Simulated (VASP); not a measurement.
Here is a VASP 6.6.1 calculation.

File INCAR:

```
SYSTEM = TiAl
PREC = Accurate
ENCUT = 520
EDIFF = 1E-6
ISMEAR = 0
SIGMA = 0.15
LREAL = .False.
LASPH = .True.
NELM = 80
ALGO = Normal
ISIF = 2
LWAVE = .False.
LCHARG = .True.
GGA = PS
LELF = .True.
LVHAR = .True.
NBANDS = 14
```

File KPOINTS:

```
Automatic mesh
0
Gamma
  18 18 10
  0 0 0
```

The input POSCAR:

```
TiAl
1.0
    2.8475477334      0.0000000000      0.0000000000
   -1.4237738667      2.4660486756      0.0000000000
    0.0000000000      0.0000000000      4.6191923846
Ti Al
1 1
Direct
    0.0000000000      0.0000000000      0.0000000000
    0.3333333333      0.6666666667      0.5000000000
```

Potentials or basis: VASP PAW PBE potentials, release 64 (Ti_sv, Al).

Run with:

```bash
$ cat potpaw_PBE.64/Ti_sv/POTCAR potpaw_PBE.64/Al/POTCAR > POTCAR
$ mpirun -np 1 vasp_std > vasp.out
```

Q: What does it give for the pressure?

A: 0.1 GPa.

Caveat: the PAW data sets were made with another functional, which shifts forces and pressure a little.
